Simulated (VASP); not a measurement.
# Ga8As9 in VASP: single point with PBEsol

Aim: the single point of Ga8As9 with PBEsol.

All numbers are computed with VASP 6.6.1; they aren't measurements. Logs are shortened: lines on timing, memory, paths and dates and some standing lists are left out, and cuts for length are marked.

## 1. The cell of the first run

The cell holds a slab with vacuum, 17 atoms: a = 7.996 Å, b = 5.654 Å, c = 16.997 Å, α = 90.00°, β = 90.00°, γ = 90.00°.

## 2. Single point, PBEsol

The input, INCAR:

```
SYSTEM = Ga8As9
PREC = Accurate ; ENCUT = 520
EDIFF = 1E-7 ; ISMEAR = 0
SIGMA = 0.1 ; LREAL = Auto
LASPH = .TRUE. ; NELM = 100
ALGO = Normal ; ISIF = 2
LWAVE = .FALSE. ; LCHARG = .FALSE.
GGA = PS ; NBANDS = 88
```

The input, KPOINTS:

```
Automatic mesh
0
G
  2 3 1
  0 0 0
```

The input, POSCAR:

```
Ga8As9
1.0
    7.9955390000      0.0000000000      0.0000000000
    0.0000000000      5.6537000000      0.0000000000
    0.0000000000      0.0000000000     16.9966540000
Ga As
8 9
Direct
    0.0000000000      0.0000000000      0.0588351000
    0.7527912121      0.5446814110      0.1830787666
    0.2459952266      0.5520379746      0.1849328079
    0.5000000000      0.0000000000      0.0588351000
    0.5085285070      0.0538846632      0.2909490131
    0.2269794273      0.4981687406      0.3981699192
    0.7386360906      0.5328585278      0.4079565781
    0.9984024847      0.0666698898      0.2996482436
    1.0005462673      0.2918982414      0.1719674816
    0.2500000000      0.7500000000      0.0588351000
    0.7500000000      0.7500000000      0.0588351000
    0.4980570473      0.3001162355      0.1704634009
    0.4436623386      0.1975379412      0.4259720474
    0.7540472031      0.8007391401      0.2962715967
    0.2496508396      0.8092050427      0.3001290281
    0.9764756306      0.2736438730      0.4288701692
    0.4974216737      0.5832786726      0.4897465039
```

Potentials or basis: VASP PAW PBE potentials, release 64 (Ga_d, As).

Launch:

```bash
$ cat potpaw_PBE.64/Ga_d/POTCAR potpaw_PBE.64/As/POTCAR > POTCAR
$ mpirun -np 1 vasp_std > vasp.out
```

OUTCAR:

```text
SYSTEM = Ga8As9
   PREC = Accurate
   ENCUT = 520
   EDIFF = 1E-7
   ISMEAR = 0
   LREAL = Auto
   LASPH = .TRUE.
   NELM = 100
   ISIF = 2
   GGA = PS

 ion  position               nearest neighbor table
   1  0.000  0.000  0.059-  10 2.45  11 2.45   9 2.53
   2  0.753  0.545  0.183-  14 2.41  11 2.41   9 2.45  12 2.47
   3  0.246  0.552  0.185-  10 2.42  15 2.44   9 2.46  12 2.48
   4  0.500  0.000  0.059-  10 2.45  11 2.45  12 2.55
   5  0.509  0.054  0.291-  14 2.43  12 2.48  13 2.49  15 2.49
   6  0.227  0.498  0.398-  16 2.43  15 2.43  13 2.47  17 2.71
   7  0.739  0.533  0.408-  17 2.39  16 2.43  14 2.43
   8  0.998  0.067  0.300-  14 2.47  15 2.48  16 2.49   9 2.52
   9  0.001  0.292  0.172-   2 2.45   3 2.46   8 2.52   1 2.53
  10  0.250  0.750  0.059-   3 2.42   1 2.45   4 2.45
  11  0.750  0.750  0.059-   2 2.41   1 2.45   4 2.45
  12  0.498  0.300  0.170-   2 2.47   5 2.48   3 2.48   4 2.55
  13  0.444  0.198  0.426-   6 2.47  17 2.47   5 2.49
  14  0.754  0.801  0.296-   2 2.41   5 2.43   7 2.43   8 2.47
  15  0.250  0.809  0.300-   6 2.43   3 2.44   8 2.48   5 2.49
  16  0.976  0.274  0.429-   7 2.43   6 2.43   8 2.49
  17  0.497  0.583  0.490-   7 2.39  13 2.47   6 2.71

  LATTYP: Found a simple orthorhombic cell.
 ALAT       =     5.6537000000
 B/A-ratio  =     1.4142135239
 C/A-ratio  =     3.0062886251

  Lattice vectors:

 A1 = (   0.0000000000,  -5.6537000000,   0.0000000000)
 A2 = (   7.9955390000,   0.0000000000,   0.0000000000)
 A3 = (   0.0000000000,   0.0000000000,  16.9966540000)

Analysis of symmetry for initial positions (statically):
=====================================================================
 Subroutine PRICEL returns:
 Original cell was already a primitive cell.

 Routine SETGRP: Setting up the symmetry group for a
 simple orthorhombic supercell.

 Subroutine GETGRP returns: Found  1 space group operations
 (whereof  1 operations were pure point group operations)
 out of a pool of  8 trial point group operations.

The static configuration has the point symmetry C_1 .

Analysis of symmetry for dynamics (positions and initial velocities):
=====================================================================
 Subroutine PRICEL returns:
 Original cell was already a primitive cell.

 Routine SETGRP: Setting up the symmetry group for a
 simple orthorhombic supercell.

 Subroutine GETGRP returns: Found  1 space group operations
 (whereof  1 operations were pure point group operations)
 out of a pool of  8 trial point group operations.

The dynamic configuration has the point symmetry C_1 .

 Subroutine INISYM returns: Found  1 space group operations
 (whereof  1 operations are pure point group operations),
 and found     1 'primitive' translations

----------------------------------------------------------------------------------------

                                     Primitive cell

  volume of cell :     768.3232

  direct lattice vectors                    reciprocal lattice vectors
     7.995539000  0.000000000  0.000000000     0.125069742  0.000000000  0.000000000
     0.000000000  5.653700000  0.000000000     0.000000000  0.176875321  0.000000000
     0.000000000  0.000000000 16.996654000     0.000000000  0.000000000  0.058835110

  length of vectors
     7.995539000  5.653700000 16.996654000     0.125069742  0.176875321  0.058835110

  position of ions in fractional coordinates (direct lattice)
     0.000000000  0.000000000  0.058835100
     0.752791212  0.544681411  0.183078767
     0.245995227  0.552037975  0.184932808
     0.500000000  0.000000000  0.058835100
     0.508528507  0.053884663  0.290949013
     0.226979427  0.498168741  0.398169919
[... 9 lines left out ...]
     0.976475631  0.273643873  0.428870169
     0.497421674  0.583278673  0.489746504

  ion indices of the primitive-cell ions
   primitive index   ion index
                 1           1
                 2           2
                 3           3
                 4           4
                 5           5
                 6           6
[... 9 lines left out ...]
                16          16
                17          17

----------------------------------------------------------------------------------------

 KPOINTS: Automatic mesh

Automatic generation of k-mesh.
 Grid dimensions read from file:
 generate k-points for:    2    3    1

 Generating k-lattice:

  Cartesian coordinates                     Fractional coordinates (reciprocal lattice)
     0.062534871  0.000000000  0.000000000     0.500000000  0.000000000  0.000000000
     0.000000000  0.058958440  0.000000000     0.000000000  0.333333333  0.000000000
     0.000000000  0.000000000  0.058835110     0.000000000  0.000000000  1.000000000

  Length of vectors
     0.062534871  0.058958440  0.058835110

  Shift w.r.t. Gamma in fractional coordinates (k-lattice)
     0.000000000  0.000000000  0.000000000

 Subroutine IBZKPT returns following result:
 ===========================================

 Found      4 irreducible k-points:

 Following reciprocal coordinates:
            Coordinates               Weight
  0.000000  0.000000  0.000000      1.000000
  0.500000  0.000000  0.000000      1.000000
  0.000000  0.333333  0.000000      2.000000
  0.500000  0.333333  0.000000      2.000000
   k-points           NKPTS =      4   k-points in BZ     NKDIM =      4   number of bands    NBANDS=     88
   number of dos      NEDOS =    301   number of ions     NIONS =     17
   total plane-waves  NPLWV = 317520
   dimension x,y,z NGX =    60 NGY =   42 NGZ =  126
   dimension x,y,z NGXF=   120 NGYF=   84 NGZF=  252
   ions per type =               8   9
   NGX,Y,Z   is equivalent  to a cutoff of  12.48, 12.35, 12.32 a.u.
   NGXF,Y,Z  is equivalent  to a cutoff of  24.95, 24.70, 24.65 a.u.
 SYSTEM =  Ga8As9
   PREC   = accura    normal or accurate (medium, high low for compatibility)
   ISTART =      0    job   : 0-new  1-cont  2-samecut
   ICHARG =      2    charge: 1-file 2-atom 10-const
   ISPIN  =      1    spin polarized calculation?
   LNONCOLLINEAR =      F non collinear calculations
   LSORBIT =      F    spin-orbit coupling
   LASPH  =      T    aspherical Exc in radial PAW
   ENCUT  =  520.0 eV  38.22 Ry    6.18 a.u.  14.87 10.51 31.60*2*pi/ulx,y,z
   NELM   =    100;   NELMIN=  2; NELMDL= -5     # of ELM steps
   EDIFF  = 0.1E-06   stopping-criterion for ELM
   LREAL  =      T    real-space projection
   EDIFFG = 0.1E-05   stopping-criterion for IOM
   NSW    =      0    number of steps for IOM
   IBRION =     -1    ionic relax: 0-MD 1-quasi-New 2-CG
   NFREE  =      0    steps in history (QN), initial steepest desc. (CG)
   ISIF   =      2    stress and relaxation
   ISYM   =      2    0-nonsym 1-usesym 2-fastsym
   POTIM  = 0.5000    time-step for ionic-motion
   TEBEG  =    0.0;   TEEND  =   0.0 temperature during run
   PSTRESS=    0.0 pullay stress
   NELECT =     149.0000    total number of electrons
   NUPDOWN=      -1.0000    fix difference up-down
   EMIN   =  10.00;   EMAX   =-10.00  energy-range for DOS
   EFERMI =   0.00;   METHOD = LEGACY
   ISMEAR =     0;   SIGMA  =   0.10  broadening in eV -4-tet -1-fermi 0-gaus
   EFERMI_NEDOS =   21; number of points for ismear=-14 and -15
   IALGO  =     38    algorithm
   IMIX   =      4    mixing-type and parameters
     AMIX     =   0.40;   BMIX     =  1.00
     AMIX_MAG =   1.60;   BMIX_MAG =  1.00
  volume/ion in A,a.u.               =      45.20       304.99
  Fermi-wavevector in a.u.,A,eV,Ry     =   0.947594  1.790693 12.217137  0.897934
  Thomas-Fermi vector in A             =   2.075702
   LORBIT       =      0    0 simple, 1 ext, 2 COOP (PROOUT), +10 PAW based schemes
   GGA     = PS    functional components
   LHFCALC =     F    Hartree Fock is set to
   AEXX    =    0.0000 exact exchange contribution
   IVDW    =     0    specifies the selected vdW correction
   LEPSILON=     F    determine dielectric tensor
   LRPA    =     F    only Hartree local field effects (RPA)
 non-spin polarized calculation
 Gauss-broadening in eV      SIGMA  =   0.10
  energy-cutoff  :      520.00
  volume of cell :      768.32
 maximum number of plane-waves:     20778
 NGX is ok and might be reduce to    60
   NGX = 29   NGY = 21   NGZ = 63

 number of electron     148.9999988 magnetization

 Free energy of the ion-electron system (eV)
  ---------------------------------------------------
  ext. energy  EPLUGINS =         0.00000000
  ---------------------------------------------------
  free energy    TOTEN  =       -71.51075063 eV

  energy without entropy =      -71.48404413  energy(sigma->0) =      -71.49739738

 E-fermi :  -0.4586     XC(G=0):  -5.7419

 val. band max:       -0.5634692985   @ k =   0.0000   0.0000   0.0000
 cond. band min:      -0.4560857931   @ k =   0.0000   0.3333   0.0000
 fundamental gap:      0.1073835054
 Fermi energy:        -0.4586365177

 k-point     1 :       0.0000    0.0000    0.0000
  band No.  band energies     occupation
      1     -15.4551      2.00000
      2     -15.4394      2.00000
      3     -15.4244      2.00000
      4     -15.4172      2.00000
      5     -15.4017      2.00000
      6     -15.3684      2.00000
[... 78 lines left out ...]
     85       2.4586      0.00000
     86       2.5249      0.00000

 k-point     2 :       0.5000    0.0000    0.0000
  band No.  band energies     occupation
      1     -15.4536      2.00000
      2     -15.4385      2.00000
      3     -15.4266      2.00000
      4     -15.4141      2.00000
      5     -15.3933      2.00000
      6     -15.3812      2.00000
[... 78 lines left out ...]
     85       2.5814      0.00000
     86       2.8178      0.00000

 k-point     3 :       0.0000    0.3333    0.0000
  band No.  band energies     occupation
      1     -15.4557      2.00000
      2     -15.4382      2.00000
      3     -15.4248      2.00000
      4     -15.4172      2.00000
      5     -15.4006      2.00000
      6     -15.3684      2.00000
[... 78 lines left out ...]
     85       2.6415      0.00000
     86       2.7284      0.00000

 k-point     4 :       0.5000    0.3333    0.0000
  band No.  band energies     occupation
      1     -15.4541      2.00000
      2     -15.4374      2.00000
      3     -15.4272      2.00000
      4     -15.4129      2.00000
      5     -15.3930      2.00000
      6     -15.3812      2.00000
[... 78 lines left out ...]
     85       2.9752      0.00000
     86       3.2253      0.00000
 [bands above 86 left out]

------------------------ aborting loop because EDIFF is reached ----------------------------------------

  FORCE on cell =-STRESS in cart. coord.  units (eV):
  Direction    XX          YY          ZZ          XY          YZ          ZX
  --------------------------------------------------------------------------------------
  -------------------------------------------------------------------------------------
  Total       -2.1694464     -5.7656078      0.2675716     -0.6074405      0.0439933     -0.0625168
  in kB       -4.5239267    -12.0229694      0.5579646     -1.2666901      0.0917388     -0.1303658
  external PRESSURE =      -5.3296438 kB  Pullay stress =       0.0000000 kB

 VOLUME and BASIS-vectors are now :
 -----------------------------------------------------------------------------
  energy-cutoff  :      520.00
  volume of cell :      768.32
      direct lattice vectors                 reciprocal lattice vectors
     7.995539000  0.000000000  0.000000000     0.125069742  0.000000000  0.000000000
     0.000000000  5.653700000  0.000000000     0.000000000  0.176875321  0.000000000
     0.000000000  0.000000000 16.996654000     0.000000000  0.000000000  0.058835110

 POSITION                                       TOTAL-FORCE (eV/Angst)
 -----------------------------------------------------------------------------------
      0.00000      0.00000      1.00000         0.006665     -0.525563      1.292419
      6.01897      3.07947      3.11173        -0.006448     -0.002539     -0.002211
      1.96686      3.12106      3.14324         0.001662     -0.002138      0.019659
      3.99777      0.00000      1.00000         0.003404     -0.522392      1.318213
      4.06596      0.30465      4.94516        -0.001375      0.000927      0.003140
      1.81482      2.81650      6.76756        -0.010461      0.016713     -0.007864
[... 9 lines left out ...]
      7.80745      1.54710      7.28936        -0.024377     -0.001596      0.010086
      3.97715      3.29768      8.32405        -0.004939      0.029291      0.016705
 -----------------------------------------------------------------------------------
    total drift:                               -0.002664      0.004967      0.009431

  FREE ENERGIE OF THE ION-ELECTRON SYSTEM (eV)
  ---------------------------------------------------
  free  energy   TOTEN  =       -71.5107506321 eV

  energy  without entropy=      -71.4840441348  energy(sigma->0) =      -71.49739738
```

Run time: 5.3 min. Hardware: 1 thread of Intel Xeon 6975P-C (Granite Rapids), shared host; peak memory 0.7 GiB.

Results:

- Free energy: -71.5108 eV
- Largest force: 1.494 eV/Å
- Band gap on the k mesh: zero (an odd number of electrons rules out a gap without spin polarisation)

Forces in eV/Å, atoms in the order of the input:
```
Ga   0.007 -0.526  1.292
Ga  -0.006 -0.003 -0.002
Ga   0.002 -0.002  0.020
Ga   0.003 -0.522  1.318
Ga  -0.001  0.001  0.003
Ga  -0.010  0.017 -0.008
Ga   0.006  0.002  0.015
Ga   0.017 -0.009 -0.001
As   0.007 -0.003  0.000
As  -0.005  0.501 -1.268
As   0.004  0.554 -1.387
As  -0.005 -0.004 -0.010
As   0.014 -0.039 -0.004
As   0.013  0.005  0.014
As  -0.016  0.001 -0.009
As  -0.024 -0.002  0.010
As  -0.005  0.029  0.017
```

Levels at points of the mesh, in eV from the Fermi level:
| k point | band 72 | band 73 | band 74 | band 75 | band 76 | band 77 |
| --- | --- | --- | --- | --- | --- | --- |
| (0.00, 0.00, 0.00) | -0.66 | -0.50 | -0.41 | -0.10 | 0.58 | 0.64 |
| (0.50, 0.00, 0.00) | -0.88 | -0.74 | -0.59 | -0.34 | 0.87 | 0.94 |

Caveat: the k points lie up to 0.39 Å⁻¹ apart, too coarse for converged energies and pressures of a metal; there is no dipole correction, which matters where the two faces differ; the PAW data sets were made with another functional, which shifts forces and pressure a little.

The gap in the log of VASP goes by the Fermi energy; the results here count the filled bands.